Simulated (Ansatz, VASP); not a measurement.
## Cu: VASP beside Ansatz

INCAR

```
SYSTEM = Cu
ALGO = Normal
EDIFF = 1E-6
EDIFFG = -0.01
ENCUT = 600
GGA = RP
IBRION = 2
ISIF = 3
ISMEAR = -1
LASPH = .TRUE.
LCHARG = .FALSE.
LREAL = .FALSE.
LWAVE = .FALSE.
NELM = 60
NSW = 80
PREC = Accurate
SIGMA = 0.1
```

The input KPOINTS:

```
k-points
0
G
  15 15 15
  0 0 0
```

The input POSCAR:

```
Cu
1.0
   -1.4345978267      1.4345978267      1.4345978267
    1.4345978267     -1.4345978267      1.4345978267
    1.4345978267      1.4345978267     -1.4345978267
Cu
1
Direct
    0.0000000000      0.0000000000      0.0000000000
```

Input for Ansatz:

```yaml
crystal:
  lattice:
    - [-1.4345978267, 1.4345978267, 1.4345978267]
    - [1.4345978267, -1.4345978267, 1.4345978267]
    - [1.4345978267, 1.4345978267, -1.4345978267]
  atoms:
    - { symbol: Cu, position: [0.0, 0.0, 0.0] }
hamiltonian:
  xc: rpbe
  pseudopotentials:
    kind: paw
    azcp:
      Cu: "pseudopotentials/Cu.paw.azcp"
basis:
  ecutwfc: 420
  fft_grid_basis: typed
kpoints:
  mp_grid: { grid: [15, 15, 15], shift: [0, 0, 0] }
magnetization:
  spin_polarized: false
scf:
  occupations: { method: fermi_dirac, width: 0.1 }
relax:
  max_steps: 60
  f_tol: 0.01
  cell: {}
```

Alike in both runs: task relaxation of cell and atoms; functional RPBE; k mesh 15 × 15 × 15; occupations fermi-dirac, width 0.1 eV; no spin polarisation.

|  | VASP | Ansatz |
| --- | --- | --- |
| version | VASP 6.6.1 | Ansatz 0.2.0 |
| potentials or method | VASP PAW PBE potentials, release 64 (Cu), cutoff 600 eV | plane waves (420 eV) with PAW, scalar-relativistic |
| valence electrons in the cell | 11 | 19 |

Ansatz gave:

```
relaxed volume (Å³/atom)                                     : 12.44
relaxed cell length with the largest relative difference (Å) : 2.529
```

**Question.** Estimate VASP's values.

**Answer.** Relaxed volume (Å³/atom): 12.51; relaxed cell length with the largest relative difference (Å): 2.533.

VASP's potentials were made for PBE, not for RPBE. VASP's potentials hold 11 valence electrons a cell and Ansatz's 19, so a difference there can come from the potentials and not from the codes.
